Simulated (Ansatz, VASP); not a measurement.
## SnSe in VASP and in Ansatz

```
Sn Se
1.0
    11.67219    0.00000    0.00000
     0.00000    4.12399    0.00000
     0.00000    0.00000    4.69980
Sn Se
4 4
Direct
  0.11996 0.25000 0.12480
  0.38004 0.75000 0.62480
  0.61996 0.25000 0.37520
  0.88004 0.75000 0.87520
  0.35209 0.25000 0.01172
  0.14791 0.75000 0.51172
  0.85209 0.25000 0.48828
  0.64791 0.75000 0.98828
```

Alike in both runs: task single point; functional r2SCAN; k mesh 4 × 8 × 6; occupations fermi-dirac, width 0.02 eV; no spin polarisation.

|  | VASP | Ansatz |
| --- | --- | --- |
| version | VASP 6.6.1 | Ansatz 0.2.0 |
| potentials or method | VASP PAW PBE potentials, release 64 (Sn_d, Se), cutoff 550 eV | PAW plane waves |
| valence electrons in the cell | 80 | 120 |

Ansatz gave:

- gap on the k mesh at the Fermi level (eV): 1.06
- pressure (GPa): 0.0
- rms of the force components (eV/Å): 0.003

Question: Estimate VASP's values.

Answer: gap on the k mesh at the Fermi level (eV): 1.06; pressure (GPa): 0.0; rms of the force components (eV/Å): 0.013.

VASP's potentials were made for PBE, not for r2SCAN. Atom by atom the forces differ by 0.010 eV/Å (rms over components). VASP's potentials hold 80 valence electrons a cell and Ansatz's 120, so a difference there can come from the potentials and not from the codes.
